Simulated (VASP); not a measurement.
# CsPbCl3 (R-3m) in VASP: single point with PBEsol

Aim: the single point of CsPbCl3 with PBEsol.

Program: VASP 6.6.1. These are calculated values, not measurements. Logs are shortened: lines on timing, memory, paths and dates and some standing lists are left out, and cuts for length are marked.

### 1 The cell of the first run

It takes space group R-3m (No. 166, trigonal). The conventional cell has a = 7.069 Å, b = 7.069 Å, c = 12.207 Å, α = 90.00°, β = 90.00°, γ = 120.00°. Cs (site symmetry -3m) has 12 Cl at 3.53 to 4.55 Å and 6 Pb at 4.56 Å within 4.6 Å. Within 3.8 Å of Pb (site symmetry -3m) lie 6 Cl at 2.88 Å. Within 3.8 Å of Cl (site symmetry 2/m) lie 2 Pb at 2.88 Å and 2 Cs at 3.53 Å and 4 Cl at 3.53 Å.

### 2 Single point, PBEsol

Input file INCAR:

```
SYSTEM = CsPbCl3
ALGO     = Normal         ! electronic algorithm
EDIFF    = 1E-6           ! SCF threshold, eV
ENCUT    = 520            ! plane-wave cutoff, eV
GGA      = PS             ! functional
ISIF     = 2              ! what is computed and relaxed
ISMEAR   = 0              ! smearing method
LASPH    = .TRUE.         ! aspherical terms in the spheres
LCHARG   = .TRUE.         ! write CHGCAR
LELF     = .TRUE.         ! ELF
LREAL    = .FALSE.        ! projectors in reciprocal space
LVHAR    = .TRUE.       
LWAVE    = .FALSE.        ! write WAVECAR
NBANDS   = 30             ! bands
NELM     = 100            ! most SCF steps
PREC     = Accurate       ! precision mode
SIGMA    = 0.05           ! smearing width, eV
```

Input file KPOINTS:

```
k-points
0
G
  6 6 6
  0 0 0
```

Input file POSCAR:

```
CsPbCl3
1.0
    5.6815788331      0.6831223817      0.6831223817
    0.6831223817      5.6815788331      0.6831223817
    0.6831223817      0.6831223817      5.6815788331
Cs Pb Cl
1 1 3
Direct
    0.0000000000      0.0000000000      0.0000000000
    0.5000000000      0.5000000000      0.5000000000
    0.0000000000      0.5000000000      0.5000000000
    0.5000000000      0.0000000000      0.5000000000
    0.5000000000      0.5000000000      0.0000000000
```

Potentials or basis: VASP PAW PBE potentials, release 64 (Cs_sv, Pb_d, Cl).

Started as:

```console
$ cat potpaw_PBE.64/Cs_sv/POTCAR potpaw_PBE.64/Pb_d/POTCAR potpaw_PBE.64/Cl/POTCAR > POTCAR
$ mpirun -np 1 vasp_std > vasp.out
```

OUTCAR:

```text
SYSTEM = CsPbCl3
   EDIFF = 1E-6
   ENCUT = 520
   GGA = PS
   ISIF = 2
   ISMEAR = 0
   LASPH = .TRUE.
   LREAL = .FALSE.
   NELM = 100
   PREC = Accurate

 ion  position               nearest neighbor table
   1  0.000  0.000  0.000-
   2  0.500  0.500  0.500-   3 2.88   4 2.88   5 2.88   5 2.88   4 2.88   3 2.88
   3  0.000  0.500  0.500-   2 2.88   2 2.88
   4  0.500  0.000  0.500-   2 2.88   2 2.88
   5  0.500  0.500  0.000-   2 2.88   2 2.88

  LATTYP: Found a trigonal (rhomboedric) cell.
 ALAT       =     5.7631285265
 COS(alpha) =     0.2477620922

  Lattice vectors:

 A1 = (   5.6815788331,   0.6831223817,   0.6831223817)
 A2 = (   0.6831223817,   5.6815788331,   0.6831223817)
 A3 = (   0.6831223817,   0.6831223817,   5.6815788331)

Analysis of symmetry for initial positions (statically):
=====================================================================
 Subroutine PRICEL returns:
 Original cell was already a primitive cell.

 Routine SETGRP: Setting up the symmetry group for a
 trigonal (rhombohedral) supercell.

 Subroutine GETGRP returns: Found 12 space group operations
 (whereof 12 operations were pure point group operations)
 out of a pool of 12 trial point group operations.

The static configuration has the point symmetry D_3d.

Analysis of symmetry for dynamics (positions and initial velocities):
=====================================================================
 Subroutine PRICEL returns:
 Original cell was already a primitive cell.

 Routine SETGRP: Setting up the symmetry group for a
 trigonal (rhombohedral) supercell.

 Subroutine GETGRP returns: Found 12 space group operations
 (whereof 12 operations were pure point group operations)
 out of a pool of 12 trial point group operations.

The dynamic configuration has the point symmetry D_3d.

 Subroutine INISYM returns: Found 12 space group operations
 (whereof 12 operations are pure point group operations),
 and found     1 'primitive' translations

----------------------------------------------------------------------------------------

                                     Primitive cell

  volume of cell :     176.0868

  direct lattice vectors                    reciprocal lattice vectors
     5.681578833  0.683122382  0.683122382     0.180670432 -0.019391329 -0.019391329
     0.683122382  5.681578833  0.683122382    -0.019391329  0.180670432 -0.019391329
     0.683122382  0.683122382  5.681578833    -0.019391329 -0.019391329  0.180670432

  length of vectors
     5.763128527  5.763128527  5.763128527     0.182739849  0.182739849  0.182739849

  position of ions in fractional coordinates (direct lattice)
     0.000000000  0.000000000  0.000000000
     0.500000000  0.500000000  0.500000000
     0.000000000  0.500000000  0.500000000
     0.500000000  0.000000000  0.500000000
     0.500000000  0.500000000  0.000000000

  ion indices of the primitive-cell ions
   primitive index   ion index
                 1           1
                 2           2
                 3           3
                 4           4
                 5           5

----------------------------------------------------------------------------------------

 KPOINTS: k-points

Automatic generation of k-mesh.
 Grid dimensions read from file:
 generate k-points for:    6    6    6

 Generating k-lattice:

  Cartesian coordinates                     Fractional coordinates (reciprocal lattice)
     0.030111739 -0.003231888 -0.003231888     0.166666667 -0.000000000 -0.000000000
    -0.003231888  0.030111739 -0.003231888    -0.000000000  0.166666667 -0.000000000
    -0.003231888 -0.003231888  0.030111739    -0.000000000 -0.000000000  0.166666667

  Length of vectors
     0.030456641  0.030456641  0.030456641

  Shift w.r.t. Gamma in fractional coordinates (k-lattice)
     0.000000000  0.000000000  0.000000000

 Subroutine IBZKPT returns following result:
 ===========================================

 Found     32 irreducible k-points:

 Following reciprocal coordinates:
            Coordinates               Weight
  0.000000  0.000000  0.000000      1.000000
  0.166667 -0.000000 -0.000000      6.000000
  0.333333 -0.000000  0.000000      6.000000
  0.500000 -0.000000 -0.000000      3.000000
  0.166667  0.166667  0.000000      6.000000
  0.333333  0.166667  0.000000     12.000000
[... 16 lines left out ...]
  0.500000  0.500000  0.166667      6.000000
 -0.333333  0.500000  0.166667     12.000000
 [... further k-points ...]
   k-points           NKPTS =     32   k-points in BZ     NKDIM =     32   number of bands    NBANDS=     30
   number of dos      NEDOS =    301   number of ions     NIONS =      5
   total plane-waves  NPLWV = 110592
   dimension x,y,z NGX =    48 NGY =   48 NGZ =   48
   dimension x,y,z NGXF=    96 NGYF=   96 NGZF=   96
   ions per type =               1   1   3
   NGX,Y,Z   is equivalent  to a cutoff of  13.85, 13.85, 13.85 a.u.
   NGXF,Y,Z  is equivalent  to a cutoff of  27.69, 27.69, 27.69 a.u.
 SYSTEM =  CsPbCl3
   PREC   = accura    normal or accurate (medium, high low for compatibility)
   ISTART =      0    job   : 0-new  1-cont  2-samecut
   ICHARG =      2    charge: 1-file 2-atom 10-const
   ISPIN  =      1    spin polarized calculation?
   LNONCOLLINEAR =      F non collinear calculations
   LSORBIT =      F    spin-orbit coupling
   LASPH  =      T    aspherical Exc in radial PAW
   ENCUT  =  520.0 eV  38.22 Ry    6.18 a.u.  10.72 10.72 10.72*2*pi/ulx,y,z
   NELM   =    100;   NELMIN=  2; NELMDL= -5     # of ELM steps
   EDIFF  = 0.1E-05   stopping-criterion for ELM
   LREAL  =      F    real-space projection
   EDIFFG = 0.1E-04   stopping-criterion for IOM
   NSW    =      0    number of steps for IOM
   IBRION =     -1    ionic relax: 0-MD 1-quasi-New 2-CG
   NFREE  =      0    steps in history (QN), initial steepest desc. (CG)
   ISIF   =      2    stress and relaxation
   ISYM   =      2    0-nonsym 1-usesym 2-fastsym
   POTIM  = 0.5000    time-step for ionic-motion
   TEBEG  =    0.0;   TEEND  =   0.0 temperature during run
   PSTRESS=    0.0 pullay stress
   NELECT =      44.0000    total number of electrons
   NUPDOWN=      -1.0000    fix difference up-down
   EMIN   =  10.00;   EMAX   =-10.00  energy-range for DOS
   EFERMI =   0.00;   METHOD = LEGACY
   ISMEAR =     0;   SIGMA  =   0.05  broadening in eV -4-tet -1-fermi 0-gaus
   EFERMI_NEDOS =   21; number of points for ismear=-14 and -15
   IALGO  =     38    algorithm
   IMIX   =      4    mixing-type and parameters
     AMIX     =   0.40;   BMIX     =  1.00
     AMIX_MAG =   1.60;   BMIX_MAG =  1.00
  volume/ion in A,a.u.               =      35.22       237.66
  Fermi-wavevector in a.u.,A,eV,Ry     =   1.031138  1.948568 14.466333  1.063245
  Thomas-Fermi vector in A             =   2.165271
   LORBIT       =      0    0 simple, 1 ext, 2 COOP (PROOUT), +10 PAW based schemes
   GGA     = PS    functional components
   LHFCALC =     F    Hartree Fock is set to
   AEXX    =    0.0000 exact exchange contribution
   IVDW    =     0    specifies the selected vdW correction
   LEPSILON=     F    determine dielectric tensor
   LRPA    =     F    only Hartree local field effects (RPA)
 non-spin polarized calculation
 Gauss-broadening in eV      SIGMA  =   0.05
  energy-cutoff  :      520.00
  volume of cell :      176.09
 maximum number of plane-waves:      4776
 NGX is ok and might be reduce to    48
   NGX = 21   NGY = 21   NGZ = 21

 number of electron      44.0000007 magnetization

 Free energy of the ion-electron system (eV)
  ---------------------------------------------------
  ext. energy  EPLUGINS =         0.00000000
  ---------------------------------------------------
  free energy    TOTEN  =       -17.89799782 eV

  energy without entropy =      -17.89799782  energy(sigma->0) =      -17.89799782

 E-fermi :   1.2172     XC(G=0):  -7.9707

 val. band max:        0.9819400712   @ k =   0.5000   0.5000   0.5000
 cond. band min:       2.8343054274   @ k =   0.5000   0.5000   0.5000
 fundamental gap:      1.8523653562
 Fermi energy:         1.2172309337

 k-point     1 :       0.0000    0.0000    0.0000
  band No.  band energies     occupation
      1     -19.4535      2.00000
      2     -15.3692      2.00000
      3     -15.3692      2.00000
      4     -15.2700      2.00000
      5     -15.2700      2.00000
      6     -15.2009      2.00000
[... 22 lines left out ...]
     29       7.0116      0.00000
     30       7.5610      0.00000

 k-point     2 :       0.1667   -0.0000   -0.0000
  band No.  band energies     occupation
      1     -19.4527      2.00000
      2     -15.3692      2.00000
      3     -15.3577      2.00000
      4     -15.2703      2.00000
      5     -15.2680      2.00000
      6     -15.1996      2.00000
[... 22 lines left out ...]
     29       7.4155      0.00000
     30       7.7754      0.00000

 k-point     3 :       0.3333   -0.0000    0.0000
  band No.  band energies     occupation
      1     -19.4512      2.00000
      2     -15.3691      2.00000
      3     -15.3371      2.00000
      4     -15.2709      2.00000
      5     -15.2627      2.00000
      6     -15.1957      2.00000
[... 22 lines left out ...]
     29       7.7622      0.00000
     30       8.3274      0.00000

 k-point     4 :       0.5000   -0.0000   -0.0000
  band No.  band energies     occupation
      1     -19.4504      2.00000
      2     -15.3691      2.00000
      3     -15.3283      2.00000
      4     -15.2712      2.00000
      5     -15.2591      2.00000
      6     -15.1928      2.00000
[... 616 lines left out ...]
     29       7.8686      0.00000
     30       8.3688      0.00000

 k-point    23 :       0.5000    0.5000    0.1667
  band No.  band energies     occupation
      1     -19.4492      2.00000
      2     -15.3367      2.00000
      3     -15.3094      2.00000
      4     -15.2637      2.00000
      5     -15.2409      2.00000
      6     -15.1898      2.00000
[... 22 lines left out ...]
     29       7.8631      0.00000
     30       8.3869      0.00000

 k-point    24 :      -0.3333    0.5000    0.1667
  band No.  band energies     occupation
      1     -19.4492      2.00000
      2     -15.3399      2.00000
      3     -15.3141      2.00000
      4     -15.2646      2.00000
      5     -15.2477      2.00000
      6     -15.1909      2.00000
[... 22 lines left out ...]
     29       7.9862      0.00000
     30       8.4312      0.00000

 [... further k-points ...]

------------------------ aborting loop because EDIFF is reached ----------------------------------------

  FORCE on cell =-STRESS in cart. coord.  units (eV):
  Direction    XX          YY          ZZ          XY          YZ          ZX
  --------------------------------------------------------------------------------------
  -------------------------------------------------------------------------------------
  Total       -0.3613047     -0.3613047     -0.3613047     -1.6883651     -1.6883651     -1.6883651
  in kB       -3.2874359     -3.2874359     -3.2874359    -15.3620823    -15.3620823    -15.3620823
  external PRESSURE =      -3.2874359 kB  Pullay stress =       0.0000000 kB

 VOLUME and BASIS-vectors are now :
 -----------------------------------------------------------------------------
  energy-cutoff  :      520.00
  volume of cell :      176.09
      direct lattice vectors                 reciprocal lattice vectors
     5.681578833  0.683122382  0.683122382     0.180670432 -0.019391329 -0.019391329
     0.683122382  5.681578833  0.683122382    -0.019391329  0.180670432 -0.019391329
     0.683122382  0.683122382  5.681578833    -0.019391329 -0.019391329  0.180670432

 POSITION                                       TOTAL-FORCE (eV/Angst)
 -----------------------------------------------------------------------------------
      0.00000      0.00000      0.00000        -0.000000      0.000000      0.000000
      3.52391      3.52391      3.52391         0.000000     -0.000000     -0.000000
      0.68312      3.18235      3.18235         0.000000      0.000000      0.000000
      3.18235      0.68312      3.18235         0.000000      0.000000      0.000000
      3.18235      3.18235      0.68312        -0.000000      0.000000      0.000000
 -----------------------------------------------------------------------------------
    total drift:                               -0.000000     -0.000000     -0.000000

  FREE ENERGIE OF THE ION-ELECTRON SYSTEM (eV)
  ---------------------------------------------------
  free  energy   TOTEN  =       -17.8979978158 eV

  energy  without entropy=      -17.8979978158  energy(sigma->0) =      -17.89799782
```

Run time: 3.8 min. Hardware: 1 thread of AMD EPYC 7R43 (Zen 3), shared host; peak memory 0.38 GiB.

What came out:

* Free energy: -17.8980 eV
* Pressure: -0.3 GPa
* Band gap on the k mesh: 1.85 eV, direct

Caveat: the PAW data sets were made with another functional, which shifts forces and pressure a little; spin-orbit coupling is left out, which moves the levels of the heavy elements.
